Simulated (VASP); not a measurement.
# Cd (P6_3/mmc) in VASP: further runs, part 2 of 2

VASP 6.6.1. The steps go on from the part before.

### 4 Relaxation of cell and atoms, PBEsol

This run uses another cell than the first one, of 21.59 Å³/atom.

The input, INCAR:

```
PREC = Accurate
ENCUT = 600
EDIFF = 1E-6
ISMEAR = -1
SIGMA = 0.1
LREAL = False
LASPH = True
NELM = 60
ALGO = Normal
ISIF = 3
LWAVE = False
LCHARG = False
GGA = PS
IBRION = 2
NSW = 80
EDIFFG = -0.01
```

The input, KPOINTS:

```
regular mesh
0
Gamma
  12 12 6
```

The input, POSCAR:

```
Cd
1.0
    2.9788725081      0.0000000000      0.0000000000
   -1.4894362540      2.5797792666      0.0000000000
    0.0000000000      0.0000000000      5.6176500000
Cd
2
Direct
    0.3333333333      0.6666666667      0.2500000000
    0.6666666667      0.3333333333      0.7500000000
```

Potentials or basis: VASP PAW PBE potentials, release 64 (Cd).

Command:

```console
$ cat potpaw_PBE.64/Cd/POTCAR > POTCAR
$ mpirun -np 1 vasp_std > vasp.out
```

OUTCAR:

```text
PREC = Accurate
   ENCUT = 600
   EDIFF = 1E-6
   ISMEAR = -1
   LREAL = False
   LASPH = True
   NELM = 60
   ISIF = 3
   GGA = PS
   IBRION = 2
   NSW = 80
   EDIFFG = -0.01

 ion  position               nearest neighbor table
   1  0.333  0.667  0.250-   2 3.29   2 3.29   2 3.29   2 3.29   2 3.29   2 3.29
   2  0.667  0.333  0.750-   1 3.29   1 3.29   1 3.29   1 3.29   1 3.29   1 3.29

  LATTYP: Found a hexagonal cell.
 ALAT       =     2.9788725081
 C/A-ratio  =     1.8858309594

  Lattice vectors:

 A1 = (   2.9788725081,   0.0000000000,   0.0000000000)
 A2 = (  -1.4894362540,   2.5797792666,   0.0000000000)
 A3 = (   0.0000000000,   0.0000000000,   5.6176500000)

Analysis of symmetry for initial positions (statically):
=====================================================================
 Subroutine PRICEL returns:
 Original cell was already a primitive cell.

 Routine SETGRP: Setting up the symmetry group for a
 hexagonal supercell.

 Subroutine GETGRP returns: Found 24 space group operations
 (whereof 12 operations were pure point group operations)
 out of a pool of 24 trial point group operations.

The static configuration has the point symmetry D_3d.
 The point group associated with its full space group is D_6h.

Analysis of symmetry for dynamics (positions and initial velocities):
=====================================================================
 Subroutine PRICEL returns:
 Original cell was already a primitive cell.

 Routine SETGRP: Setting up the symmetry group for a
 hexagonal supercell.

 Subroutine GETGRP returns: Found 24 space group operations
 (whereof 12 operations were pure point group operations)
 out of a pool of 24 trial point group operations.

The dynamic configuration has the point symmetry D_3d.
 The point group associated with its full space group is D_6h.

[... 125 lines left out ...]
   AEXX    =    0.0000 exact exchange contribution
   IVDW    =     0    specifies the selected vdW correction
   LEPSILON=     F    determine dielectric tensor
   LRPA    =     F    only Hartree local field effects (RPA)
 conjugate gradient relaxation of ions
 non-spin polarized calculation
  energy-cutoff  :      600.00
  volume of cell :       43.17
 maximum number of plane-waves:      1458
 NGX is ok and might be reduce to    24
   NGX = 11   NGY = 11   NGZ = 23

--------------------------------------- Ionic step        1  -------------------------------------------

 number of electron      24.0000000 magnetization

 Free energy of the ion-electron system (eV)
  ---------------------------------------------------
  ext. energy  EPLUGINS =         0.00000000
  ---------------------------------------------------
  free energy    TOTEN  =        -2.40188429 eV

  energy without entropy =       -2.38316309  energy(sigma->0) =       -2.39252369

------------------------ aborting loop because EDIFF is reached ----------------------------------------

  FORCE on cell =-STRESS in cart. coord.  units (eV):
  Direction    XX          YY          ZZ          XY          YZ          ZX
  --------------------------------------------------------------------------------------
  -------------------------------------------------------------------------------------
  Total       -0.5253837     -0.5253837      0.0847643     -0.0000000      0.0000000      0.0000000
  in kB      -19.4983579    -19.4983579      3.1458235     -0.0000000      0.0000000      0.0000000
  external PRESSURE =     -11.9502974 kB  Pullay stress =       0.0000000 kB
[... 239 lines left out ...]
--------------------------------------- Ionic step        8  -------------------------------------------

 number of electron      24.0000009 magnetization

 Free energy of the ion-electron system (eV)
  ---------------------------------------------------
  ext. energy  EPLUGINS =         0.00000000
  ---------------------------------------------------
  free energy    TOTEN  =        -2.41208085 eV

  energy without entropy =       -2.39952277  energy(sigma->0) =       -2.40580181

 E-fermi :   2.8877     XC(G=0): -11.2652

 val. band max:        2.8470229915   @ k =   0.1667   0.0833   0.1667
 cond. band min:       3.1002689360   @ k =   0.5000  -0.0000   0.5000
 fundamental gap:      0.2532459445
 Fermi energy:         2.8877313967

 k-point     1 :       0.0000    0.0000    0.0000
  band No.  band energies     occupation
      1      -7.0834      2.00000
      2      -6.8598      2.00000
      3      -6.3838      2.00000
      4      -6.3838      2.00000
      5      -6.3391      2.00000
      6      -6.3391      2.00000
[... 433 lines left out ...]
      3      -6.6049      2.00000
      4      -6.3113      2.00000
      5      -6.0685      2.00000
      6      -5.9671      2.00000
[... 8 lines left out ...]
     15       9.6878      0.00000
     16      12.2047      0.00000

 [... further k-points ...]

------------------------ aborting loop because EDIFF is reached ----------------------------------------

  FORCE on cell =-STRESS in cart. coord.  units (eV):
  Direction    XX          YY          ZZ          XY          YZ          ZX
  --------------------------------------------------------------------------------------
  -------------------------------------------------------------------------------------
  Total       -0.0101966     -0.0101966      0.0052249     -0.0000000     -0.0000000      0.0000000
  in kB       -0.3829931     -0.3829931      0.1962530     -0.0000000     -0.0000000      0.0000000
  external PRESSURE =      -0.1899110 kB  Pullay stress =       0.0000000 kB
[... 17 lines left out ...]
  FREE ENERGIE OF THE ION-ELECTRON SYSTEM (eV)
  ---------------------------------------------------
  free  energy   TOTEN  =        -2.4120808514 eV

  energy  without entropy=       -2.3995227728  energy(sigma->0) =       -2.40580181

 reached required accuracy - stopping structural energy minimisation
```

Wall time 72 s (1 thread of Intel Xeon 6975P-C (Granite Rapids), shared host); peak memory 0.2 GiB.

What came out:

| Property | Result |
| --- | --- |
| Free energy | -2.4121 eV |
| Relaxed volume | 21.33 Å³/atom |
| Relaxed cell | a = 2.934 Å, b = 2.934 Å, c = 5.723 Å, α = 90.00°, β = 90.00°, γ = 120.00° |
| Space group after relaxing (to 0.1 Å) | P6_3/mmc (No. 194) |
| Energy gained by relaxing | 5.1 meV/atom |
| Ionic steps | 8 |
| Pressure after relaxing | 0.0 GPa |
| Band gap on the k mesh | zero (bands 12 and 13 overlap by 4.42 eV) |

Step by step:
```csv
step,energy change (eV),largest force (eV/Å),pressure (GPa),volume (Å³)
1,0.0000,0.0000,-1.20,43.17
2,-0.0074,0.0000,0.35,42.17
3,-0.0075,0.0000,0.50,42.10
4,-0.0094,0.0000,0.33,42.30
5,-0.0100,0.0000,0.27,42.45
6,-0.0100,0.0000,0.23,42.48
7,-0.0102,0.0000,-0.03,42.71
8,-0.0102,0.0000,-0.02,42.66
```

Final structure:
```yaml
crystal:
  lattice:
    - [2.93360, 0.00000, 0.00000]
    - [-1.46680, 2.54057, 0.00000]
    - [0.00000, 0.00000, 5.72322]
  atoms:
    - { symbol: Cd, position: [0.33333, 0.66667, 0.25000] }
    - { symbol: Cd, position: [0.66667, 0.33333, 0.75000] }
```

Levels at points of the mesh, in eV from the Fermi level:
```tsv
k point	band 8	band 9	band 10	band 11	band 12	band 13	band 14	band 15	band 16
(0.00, 0.00, 0.00)	-8.66	-8.66	-8.44	-8.44	-3.40	-3.25	9.72	14.16	14.81
(0.50, 0.00, 0.00)	-8.48	-8.13	-8.11	-2.31	-1.72	1.82	3.02	3.10	5.22
(0.00, 0.00, 0.50)	-8.54	-8.54	-8.54	-7.51	-7.51	3.19	3.19	15.13	15.13
(0.50, 0.00, 0.50)	-8.47	-8.12	-8.12	-1.56	-1.56	0.21	0.21	7.78	7.78
```

Caveat: the PAW data sets were made with another functional, which shifts forces and pressure a little.

### 5 Single point, PBEsol

This run uses another cell than the first one, of 21.25 Å³/atom.

The input, INCAR:

```
PREC     = Accurate       # precision mode
ENCUT    = 520            # plane-wave cutoff, eV
EDIFF    = 1E-6           # SCF threshold, eV
ISMEAR   = -1             # smearing method
SIGMA    = 0.1            # smearing width, eV
LREAL    = False          # projectors in reciprocal space
LASPH    = True           # aspherical terms in the spheres
NELM     = 100            # most SCF steps
ALGO     = Normal         # electronic algorithm
ISIF     = 2              # what is computed and relaxed
LWAVE    = False          # write WAVECAR
LCHARG   = False          # write CHGCAR
GGA      = PS             # functional
NBANDS   = 19             # bands
```

The input, KPOINTS:

```
Automatic mesh
0
Gamma
  20 20 9
```

The input, POSCAR:

```
Cd
1.0
    2.9273670096      0.0000000000      0.0000000000
   -1.4636835048      2.5351741965      0.0000000000
    0.0000000000      0.0000000000      5.7268036405
Cd
2
Direct
    0.3333333333      0.6666666667      0.2500000000
    0.6666666667      0.3333333333      0.7500000000
```

Command:

```console
$ cat potpaw_PBE.64/Cd/POTCAR > POTCAR
$ mpirun -np 1 vasp_std > vasp.out
```

Run time: 40 s. Hardware: 1 thread of Intel Xeon 6975P-C (Granite Rapids), shared host; peak memory 0.27 GiB.

It converged, with:

| Item | Value |
| --- | --- |
| Free energy | -2.4000 eV |
| Pressure | 0.5 GPa |
| Band gap on the k mesh | zero (bands 12 and 13 overlap by 4.66 eV) |

Stress tensor (GPa, compression positive):
```
 0.84  0.00  0.00
 0.00  0.84  0.00
 0.00  0.00 -0.29
```

Levels at points of the mesh, in eV from the Fermi level:
```csv
k point,band 9,band 10,band 11,band 12,band 13,band 14,band 15,band 16
"(0.00, 0.00, 0.00)",-8.66,-8.44,-8.44,-3.43,-3.27,9.67,14.13,14.85
"(0.50, 0.00, 0.00)",-8.13,-8.11,-2.31,-1.71,1.81,3.02,3.11,5.22
```

Caveat: the PAW data sets were made with another functional, which shifts forces and pressure a little.

### 6 Single point, PBEsol (22.10 Å³/atom)

This run uses another cell than the first one, of 22.10 Å³/atom.

The input, INCAR:

```
  PREC = Accurate
  ENCUT = 520
  EDIFF = 1E-7
  ISMEAR = -1
  SIGMA = 0.1
  LREAL = F
  LASPH = T
  NELM = 100
  ALGO = Normal
  ISIF = 2
  LWAVE = F
  LCHARG = F
  GGA = PS
  NBANDS = 19
```

The input, KPOINTS:

```
regular mesh
0
Gamma
  20 20 9
```

The input, POSCAR:

```
Cd
1.0
    2.9658894142      0.0000000000      0.0000000000
   -1.4829447071      2.5685355775      0.0000000000
    0.0000000000      0.0000000000      5.8021649622
Cd
2
Direct
    0.3333333333      0.6666666667      0.2500000000
    0.6666666667      0.3333333333      0.7500000000
```

Potentials or basis: VASP PAW PBE potentials, release 64 (Cd).

Command:

```console
$ cat potpaw_PBE.64/Cd/POTCAR > POTCAR
$ mpirun -np 1 vasp_std > vasp.out
```

Wall time 51 s (1 thread of Intel Xeon 6975P-C (Granite Rapids), shared host); peak memory 0.27 GiB.

It converged, with:

```yaml
Free_energy: -2.3926 eV
Pressure: -1.8 GPa
Band_gap_on_the_k_mesh: zero (bands 12 and 13 overlap by 4.44 eV)
```

Levels at points of the mesh, in eV from the Fermi level:
```tsv
k point	band 9	band 10	band 11	band 12	band 13	band 14	band 15	band 16
(0.00, 0.00, 0.00)	-8.60	-8.40	-8.40	-3.44	-3.08	9.46	13.76	14.67
(0.50, 0.00, 0.00)	-8.11	-8.09	-2.20	-1.69	1.73	2.89	3.00	5.12
```

Caveat: the PAW data sets were made with another functional, which shifts forces and pressure a little.

### 7 The runs side by side

| task | cell | k mesh | cutoff (eV) | gap on the mesh (eV) | pressure (GPa) |
| --- | --- | --- | --- | --- | --- |
| single point | a = 2.847, b = 2.847, c = 5.570 Å, angles 90.0, 90.0, 120.0°, 2 atoms | 20 × 20 × 9 | 520 | none | 7.2 |
| single point | a = 2.888, b = 2.888, c = 5.649 Å, angles 90.0, 90.0, 120.0°, 2 atoms | 20 × 20 × 9 | 520 | none | 3.4 |
| relaxation of cell and atoms | relaxed from a = 2.979, b = 2.979, c = 5.618 Å, angles 90.0, 90.0, 120.0°, 2 atoms | 12 × 12 × 6 | 600 | none | 0.0 |
| single point | a = 2.927, b = 2.927, c = 5.727 Å, angles 90.0, 90.0, 120.0°, 2 atoms | 20 × 20 × 9 | 520 | none | 0.5 |
| single point | a = 2.966, b = 2.966, c = 5.802 Å, angles 90.0, 90.0, 120.0°, 2 atoms | 20 × 20 × 9 | 520 | none | -1.8 |

Alike in all rows: level PBEsol; potentials or basis VASP PAW PBE potentials, release 64 (Cd); no spin polarisation; smearing fermi-dirac 0.1 eV.

Caveats: the PAW data sets were made with another functional, which shifts forces and pressure a little; the cell stands under pressure (at least some runs).

Total energies depend on the potentials used, so only differences within one code and one set of settings carry meaning.
